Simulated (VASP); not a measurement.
# H3CCl in VASP: a series of runs

H3CCl is run at these levels: PBE; tasks: single point.

Program: VASP 6.6.1. These are calculated values, not measurements. Logs are shortened: lines on timing, memory, paths and dates and some standing lists are left out, and cuts for length are marked.

## Step 1: The cell of the first run

The cell holds an amorphous packing of atoms, 30 atoms: a = 8.953 Å, b = 8.953 Å, c = 8.953 Å, α = 90.00°, β = 90.00°, γ = 90.00°.

## Step 2: Single point, PBE

File INCAR:

```
SYSTEM = H3CCl
PREC     = Accurate       ! precision mode
ENCUT    = 520            ! plane-wave cutoff, eV
EDIFF    = 1E-6           ! SCF threshold, eV
ISMEAR   = -1             ! smearing method
SIGMA    = 0.02           ! smearing width, eV
LREAL    = Auto         
LASPH    = .True.         ! aspherical terms in the spheres
NELM     = 100            ! most SCF steps
ALGO     = Normal         ! electronic algorithm
ISIF     = 2              ! what is computed and relaxed
LWAVE    = .False.        ! write WAVECAR
LCHARG   = .False.        ! write CHGCAR
GGA      = PE             ! functional
NBANDS   = 63             ! bands
```

File KPOINTS:

```
regular mesh
0
Gamma
  1 1 1
  0 0 0
```

File POSCAR:

```
H3CCl
1.0
    8.9528400000      0.0000000000      0.0000000000
    0.0000000000      8.9528400000      0.0000000000
    0.0000000000      0.0000000000      8.9528400000
C Cl H
6 6 18
Direct
    0.1022915633      0.5758843004      0.0640020373
    0.6732500525      0.1279147176      1.0521689207
    0.1536495682      0.5454246921      0.5709361499
    0.9748638421      0.9951702477      0.6577912707
    0.4199672953      0.8988991203      0.7694318228
    0.7827683729      0.6404894983      0.7362356526
    0.1999142172      0.4103390656      0.1068376068
    0.7299359756      0.1908556391      1.2334968569
    0.1439989992      0.4410890846      0.7495833724
    0.9097783497      1.0420939054      0.4680861045
    0.3379709679      0.9312910764      0.9545127580
    0.7031288396      0.6276109034      0.9219867662
    0.0042444632      0.5680208738     -0.0054172754
    0.0640802248      0.6379986686      0.1676004486
    0.1902971571      0.6594555471      0.0315430634
    0.5579681978      0.1672430201      1.0323763186
    0.7466234178      0.1648080386      0.9565679717
    0.6851233798      0.0073831321      1.0354591392
    0.2632460761      0.5445646298      0.5301781334
    0.0809575509      0.4903248578      0.4900791257
    0.1395199736      0.6647276172      0.5774145411
    1.0512641799      0.9059024846      0.6324696968
    1.0167835011      1.1011366226      0.6917693157
    0.8798548840      0.9824368580      0.7351075190
    0.3343408349      0.8812399194      0.6991524477
    0.4985680521      0.9803704746      0.7364255365
    0.4928045179      0.7973447532      0.7910339066
    0.9153296608      0.6075949084      0.7578824150
    0.7403795890      0.5569629302      0.6697986337
    0.7851586759      0.7478632479      0.6857823886
```

Potentials or basis: VASP PAW PBE potentials, release 64 (C, Cl, H).

The run is started by

```console
$ cat potpaw_PBE.64/C/POTCAR potpaw_PBE.64/Cl/POTCAR potpaw_PBE.64/H/POTCAR > POTCAR
$ mpirun -np 1 vasp_gam > vasp.out
```

OUTCAR:

```text
SYSTEM = H3CCl
   PREC = Accurate
   ENCUT = 520
   EDIFF = 1E-6
   ISMEAR = -1
   LREAL = Auto
   LASPH = .True.
   NELM = 100
   ISIF = 2
   GGA = PE

 ion  position               nearest neighbor table
   1  0.102  0.576  0.064-  13 1.08  15 1.12  14 1.13   7 1.76
   2  0.673  0.128  0.052-  18 1.09  16 1.10  17 1.13   8 1.79
   3  0.154  0.545  0.571-  19 1.05  21 1.08  20 1.09   9 1.85
   4  0.975  0.995  0.658-  23 1.06  22 1.08  24 1.10  10 1.84
   5  0.420  0.899  0.769-  25 1.00  26 1.06  27 1.14  11 1.84
   6  0.783  0.640  0.736-  29 1.03  30 1.06  28 1.24  12 1.81
   7  0.200  0.410  0.107-   1 1.76
   8  0.730  0.191  0.233-   2 1.79
   9  0.144  0.441  0.750-   3 1.85
  10  0.910  0.042  0.468-   4 1.84
  11  0.338  0.931  0.955-   5 1.84
  12  0.703  0.628  0.922-   6 1.81
[... 16 lines left out ...]
  29  0.740  0.557  0.670-   6 1.03
  30  0.785  0.748  0.686-   6 1.06

  LATTYP: Found a simple cubic cell.
 ALAT       =     8.9528400000

  Lattice vectors:

 A1 = (   8.9528400000,   0.0000000000,   0.0000000000)
 A2 = (   0.0000000000,   8.9528400000,   0.0000000000)
 A3 = (   0.0000000000,   0.0000000000,   8.9528400000)

Analysis of symmetry for initial positions (statically):
=====================================================================
 Subroutine PRICEL returns:
 Original cell was already a primitive cell.

 Routine SETGRP: Setting up the symmetry group for a
 simple cubic supercell.

 Subroutine GETGRP returns: Found  1 space group operations
 (whereof  1 operations were pure point group operations)
 out of a pool of 48 trial point group operations.

The static configuration has the point symmetry C_1 .

Analysis of symmetry for dynamics (positions and initial velocities):
=====================================================================
 Subroutine PRICEL returns:
 Original cell was already a primitive cell.

 Routine SETGRP: Setting up the symmetry group for a
 simple cubic supercell.

 Subroutine GETGRP returns: Found  1 space group operations
 (whereof  1 operations were pure point group operations)
 out of a pool of 48 trial point group operations.

The dynamic configuration has the point symmetry C_1 .

 Subroutine INISYM returns: Found  1 space group operations
 (whereof  1 operations are pure point group operations),
 and found     1 'primitive' translations

----------------------------------------------------------------------------------------

                                     Primitive cell

  volume of cell :     717.6001

  direct lattice vectors                    reciprocal lattice vectors
     8.952840000  0.000000000  0.000000000     0.111696400  0.000000000  0.000000000
     0.000000000  8.952840000  0.000000000     0.000000000  0.111696400  0.000000000
     0.000000000  0.000000000  8.952840000     0.000000000  0.000000000  0.111696400

  length of vectors
     8.952840000  8.952840000  8.952840000     0.111696400  0.111696400  0.111696400

  position of ions in fractional coordinates (direct lattice)
     0.102291563  0.575884300  0.064002037
     0.673250053  0.127914718  0.052168921
     0.153649568  0.545424692  0.570936150
     0.974863842  0.995170248  0.657791271
     0.419967295  0.898899120  0.769431823
     0.782768373  0.640489498  0.736235653
[... 22 lines left out ...]
     0.740379589  0.556962930  0.669798634
     0.785158676  0.747863248  0.685782389

  ion indices of the primitive-cell ions
   primitive index   ion index
                 1           1
                 2           2
                 3           3
                 4           4
                 5           5
                 6           6
[... 22 lines left out ...]
                29          29
                30          30

----------------------------------------------------------------------------------------

 KPOINTS: regular mesh

Automatic generation of k-mesh.
 Grid dimensions read from file:
 generate k-points for:    1    1    1

 Generating k-lattice:

  Cartesian coordinates                     Fractional coordinates (reciprocal lattice)
     0.111696400  0.000000000  0.000000000     1.000000000  0.000000000  0.000000000
     0.000000000  0.111696400  0.000000000     0.000000000  1.000000000  0.000000000
     0.000000000  0.000000000  0.111696400     0.000000000  0.000000000  1.000000000

  Length of vectors
     0.111696400  0.111696400  0.111696400

  Shift w.r.t. Gamma in fractional coordinates (k-lattice)
     0.000000000  0.000000000  0.000000000

 Subroutine IBZKPT returns following result:
 ===========================================

 Found      1 irreducible k-points:

 Following reciprocal coordinates:
            Coordinates               Weight
  0.000000  0.000000  0.000000      1.000000
   k-points           NKPTS =      1   k-points in BZ     NKDIM =      1   number of bands    NBANDS=     63
   number of dos      NEDOS =    301   number of ions     NIONS =     30
   total plane-waves  NPLWV = 343000
   dimension x,y,z NGX =    70 NGY =   70 NGZ =   70
   dimension x,y,z NGXF=   140 NGYF=  140 NGZF=  140
   ions per type =               6   6  18
   NGX,Y,Z   is equivalent  to a cutoff of  13.00, 13.00, 13.00 a.u.
   NGXF,Y,Z  is equivalent  to a cutoff of  26.00, 26.00, 26.00 a.u.
 SYSTEM =  H3CCl
   PREC   = accura    normal or accurate (medium, high low for compatibility)
   ISTART =      0    job   : 0-new  1-cont  2-samecut
   ICHARG =      2    charge: 1-file 2-atom 10-const
   ISPIN  =      1    spin polarized calculation?
   LNONCOLLINEAR =      F non collinear calculations
   LSORBIT =      F    spin-orbit coupling
   LASPH  =      T    aspherical Exc in radial PAW
   ENCUT  =  520.0 eV  38.22 Ry    6.18 a.u.  16.65 16.65 16.65*2*pi/ulx,y,z
   NELM   =    100;   NELMIN=  2; NELMDL= -5     # of ELM steps
   EDIFF  = 0.1E-05   stopping-criterion for ELM
   LREAL  =      T    real-space projection
   EDIFFG = 0.1E-04   stopping-criterion for IOM
   NSW    =      0    number of steps for IOM
   IBRION =     -1    ionic relax: 0-MD 1-quasi-New 2-CG
   NFREE  =      0    steps in history (QN), initial steepest desc. (CG)
   ISIF   =      2    stress and relaxation
   ISYM   =      2    0-nonsym 1-usesym 2-fastsym
   POTIM  = 0.5000    time-step for ionic-motion
   TEBEG  =    0.0;   TEEND  =   0.0 temperature during run
   PSTRESS=    0.0 pullay stress
   NELECT =      84.0000    total number of electrons
   NUPDOWN=      -1.0000    fix difference up-down
   EMIN   =  10.00;   EMAX   =-10.00  energy-range for DOS
   EFERMI =   0.00;   METHOD = LEGACY
   ISMEAR =    -1;   SIGMA  =   0.02  broadening in eV -4-tet -1-fermi 0-gaus
   EFERMI_NEDOS =   21; number of points for ismear=-14 and -15
   IALGO  =     38    algorithm
   IMIX   =      4    mixing-type and parameters
     AMIX     =   0.40;   BMIX     =  1.00
     AMIX_MAG =   1.60;   BMIX_MAG =  1.00
  volume/ion in A,a.u.               =      23.92       161.42
  Fermi-wavevector in a.u.,A,eV,Ry     =   0.800830  1.513350  8.725811  0.641329
  Thomas-Fermi vector in A             =   1.908201
   LORBIT       =      0    0 simple, 1 ext, 2 COOP (PROOUT), +10 PAW based schemes
   GGA     = PE    functional components
[... 5 lines left out ...]
 non-spin polarized calculation
  energy-cutoff  :      520.00
  volume of cell :      717.60
 maximum number of plane-waves:      9691
 NGX is ok and might be reduce to    70
   NGX = 33   NGY = 33   NGZ = 33

 number of electron      84.0000002 magnetization

 Free energy of the ion-electron system (eV)
  ---------------------------------------------------
  ext. energy  EPLUGINS =         0.00000000
  ---------------------------------------------------
  free energy    TOTEN  =      -132.84511372 eV

  energy without entropy =     -132.84511372  energy(sigma->0) =     -132.84511372

 E-fermi :  -3.6309     XC(G=0):  -4.9299

 val. band max:       -4.1573153550   @ k =   0.0000   0.0000   0.0000
 cond. band min:       0.8582654505   @ k =   0.0000   0.0000   0.0000
 fundamental gap:      5.0155808055
 Fermi energy:        -3.6309373686

 k-point     1 :       0.0000    0.0000    0.0000
  band No.  band energies     occupation
      1     -18.9258      2.00000
      2     -18.8073      2.00000
      3     -18.7466      2.00000
      4     -18.6683      2.00000
      5     -18.6103      2.00000
      6     -18.4780      2.00000
[... 46 lines left out ...]
     53       3.0557      0.00000
     54       3.1853      0.00000
 [bands above 54 left out]

------------------------ aborting loop because EDIFF is reached ----------------------------------------

  FORCE on cell =-STRESS in cart. coord.  units (eV):
  Direction    XX          YY          ZZ          XY          YZ          ZX
  --------------------------------------------------------------------------------------
  -------------------------------------------------------------------------------------
  Total        1.3020639      3.3883137     -2.8610936      2.7450924      1.7747127      3.6116310
  in kB        2.9071029      7.5650486     -6.3879306      6.1289359      3.9623804      8.0636466
  external PRESSURE =       1.3614070 kB  Pullay stress =       0.0000000 kB

 VOLUME and BASIS-vectors are now :
 -----------------------------------------------------------------------------
  energy-cutoff  :      520.00
  volume of cell :      717.60
      direct lattice vectors                 reciprocal lattice vectors
     8.952840000  0.000000000  0.000000000     0.111696400  0.000000000  0.000000000
     0.000000000  8.952840000  0.000000000     0.000000000  0.111696400  0.000000000
     0.000000000  0.000000000  8.952840000     0.000000000  0.000000000  0.111696400

 POSITION                                       TOTAL-FORCE (eV/Angst)
 -----------------------------------------------------------------------------------
      0.91580      5.15580      0.57300         1.025726      2.641411      1.928582
      6.02750      1.14520      0.46706         0.304196      0.254943     -1.303482
      1.37560      4.88310      5.11150        -0.660661     -0.855586      0.597105
      8.72780      8.90960      5.88910        -1.326789      0.992832     -1.168462
      3.75990      8.04770      6.88860         2.826750     -1.800836      3.851482
      7.00800      5.73420      6.59140         4.510241     -0.453691      2.834745
[... 22 lines left out ...]
      6.62850      4.98640      5.99660        -1.222666     -1.701660     -1.431149
      7.02940      6.69550      6.13970        -0.552801      1.084405     -0.135421
 -----------------------------------------------------------------------------------
    total drift:                               -0.002270      0.005044      0.003073

  FREE ENERGIE OF THE ION-ELECTRON SYSTEM (eV)
  ---------------------------------------------------
  free  energy   TOTEN  =      -132.8451137216 eV

  energy  without entropy=     -132.8451137216  energy(sigma->0) =     -132.84511372
```

It took 55 s on 1 thread of Intel Xeon 6975P-C (Granite Rapids), shared host; peak memory 0.64 GiB.

What came out:

| Quantity | Value |
| --- | --- |
| Free energy | -132.8451 eV |
| Pressure | 0.1 GPa |
| Largest force | 5.346 eV/Å |
| Band gap on the k mesh | 5.02 eV |

Forces in eV/Å, atoms in the order of the input:
```
C    1.026  2.641  1.929
C    0.304  0.255 -1.303
C   -0.661 -0.856  0.597
C   -1.327  0.993 -1.168
C    2.827 -1.801  3.851
C    4.510 -0.454  2.835
Cl  -0.359 -0.293  0.119
Cl  -0.087 -0.133 -0.883
Cl   0.234  0.825 -1.443
Cl  -0.187 -0.331  0.701
Cl   0.237  0.274 -0.733
Cl  -0.072  0.352 -0.713
H   -0.002 -0.436 -0.562
H    0.032 -1.110 -0.254
H   -0.746 -0.705 -0.748
H    0.357 -0.275  0.065
H   -0.273  0.653  1.006
H   -0.436 -0.285  0.852
H    1.899 -0.878 -0.455
H   -0.214  0.090  0.063
H   -1.039  0.560  0.737
H    0.326 -0.374  0.845
H    1.342  0.571  0.410
H    0.089 -0.893 -0.419
H   -2.609 -0.548 -2.429
H    0.397  1.546 -0.234
H   -0.970  0.550 -0.491
H   -2.823  0.677 -0.608
H   -1.223 -1.702 -1.431
H   -0.553  1.084 -0.135
```

Caveat: the k points lie up to 0.70 Å⁻¹ apart.

## Step 3: Single point, PBE

File INCAR:

```
PREC     = Accurate       # precision mode
ENCUT    = 520            # plane-wave cutoff, eV
EDIFF    = 1E-6           # SCF threshold, eV
ISMEAR   = -1             # smearing method
SIGMA    = 0.02           # smearing width, eV
LREAL    = Auto         
LASPH    = True           # aspherical terms in the spheres
NELM     = 60             # most SCF steps
ALGO     = Normal         # electronic algorithm
ISIF     = 2              # what is computed and relaxed
LWAVE    = False          # write WAVECAR
LCHARG   = False          # write CHGCAR
GGA      = PE             # functional
NBANDS   = 63             # bands
```

File KPOINTS:

```
regular mesh
0
Gamma
  1 1 1
```

File POSCAR:

```
H3CCl
1.0
    8.9528400000      0.0000000000      0.0000000000
    0.0000000000      8.9528400000      0.0000000000
    0.0000000000      0.0000000000      8.9528400000
C Cl H
6 6 18
Direct
    0.0889885221      0.5612409023      0.1044361342
    0.7416529280      0.1253121914      1.0581335085
    0.1465903557      0.5839376109      0.6305708580
    0.9680391920      0.9821129385      0.6802422472
    0.4036261119      0.9297384964      0.7705711260
    0.7197827728      0.6599246719      0.6950420202
    0.2501887669      0.4258090170      0.0966620648
    0.7716099026      0.2322279858      1.2199145746
    0.1507454618      0.4248149191      0.7373526166
    0.8909239973      1.0553522681      0.5189526452
    0.3187480174      0.8879752123      0.9448398497
    0.6587853687      0.5944817510      0.8763029385
   -0.0275555019      0.5129210396      0.1068376068
    0.1060222231      0.6217356727      0.2106370716
    0.1226426475      0.6354296514      0.0065677483
    0.6553786285      0.0368151335      1.0877218849
    0.7236921468      0.1976802892      0.9582545874
    0.8433971790      0.0643818051      1.0237310172
    0.2175399091      0.5537013953      0.5356959356
    0.0339221968      0.5956545632      0.6029706775
    0.1828916858      0.6741212844      0.6995098762
    0.9848383306      0.8660938875      0.6675647057
    1.0831423325      1.0369782103      0.6955893325
    0.9188369277      1.0017491656      0.7913801654
    0.3323638086      0.9940309444      0.7082892133
    0.5126082897      0.9659392997      0.7750501517
    0.4145723592      0.8130157581      0.7172249253
    0.8473735708      0.6311963578      0.7111821500
    0.6792593188      0.5837588966      0.6164077544
    0.6974993410      0.7793951417      0.6704799818
```

Potentials or basis: VASP PAW PBE potentials, release 64 (C, Cl, H).

The run is started by

```console
$ cat potpaw_PBE.64/C/POTCAR potpaw_PBE.64/Cl/POTCAR potpaw_PBE.64/H/POTCAR > POTCAR
$ mpirun -np 1 vasp_gam > vasp.out
```

Run time: 56 s. Hardware: 1 thread of Intel Xeon 6975P-C (Granite Rapids), shared host; peak memory 0.66 GiB.

It converged, with:

| Item | Value |
| --- | --- |
| Free energy | -133.0664 eV |
| Pressure | 0.3 GPa |
| Largest force | 4.750 eV/Å |
| Band gap on the k mesh | 4.92 eV |

Forces on the atoms (eV/Å):
```
C    1.155  0.322 -0.367
C   -0.073 -1.165 -0.760
C    1.146 -0.650 -0.566
C    2.570  1.501  1.424
C   -0.545 -4.716  0.162
C    3.185 -0.068  2.017
Cl  -1.321  0.421  0.459
Cl   0.159  0.333  0.133
Cl   0.034 -1.759  1.310
Cl  -0.792  0.347 -0.319
Cl   0.111  0.392  0.355
Cl  -0.524  0.446 -0.158
H    1.218 -0.060 -0.504
H    0.015 -0.061 -0.308
H   -1.024 -0.671  1.021
H    0.488  1.118 -0.740
H   -0.727 -0.229  0.719
H    0.101  0.028  0.603
H   -0.050  0.826 -0.272
H   -1.616  0.603 -0.984
H    0.549  0.885  0.165
H    0.167 -1.347 -0.192
H   -1.108 -0.679 -0.318
H   -0.805  0.236 -0.518
H   -1.487  1.692 -1.423
H    2.197  1.326  0.661
H   -0.264  1.392  0.247
H   -1.918  1.014 -0.814
H   -0.873 -0.882 -1.349
H    0.035 -0.596  0.315
```

Stress tensor (GPa, compression positive):
```
 0.03 -0.04  0.88
-0.04  0.42 -0.09
 0.88 -0.09  0.60
```

Levels at points of the mesh, in eV from the valence-band top:
```csv
k point,band 38,band 39,band 40,band 41,band 42,band 43,band 44,band 45,band 46,band 47
"(0.00, 0.00, 0.00)",-0.60,-0.50,-0.47,-0.29,0.00,4.92,5.30,5.42,5.64,5.79
```

Caveat: the k points lie up to 0.70 Å⁻¹ apart.

(Continued in part 2 of 2.)
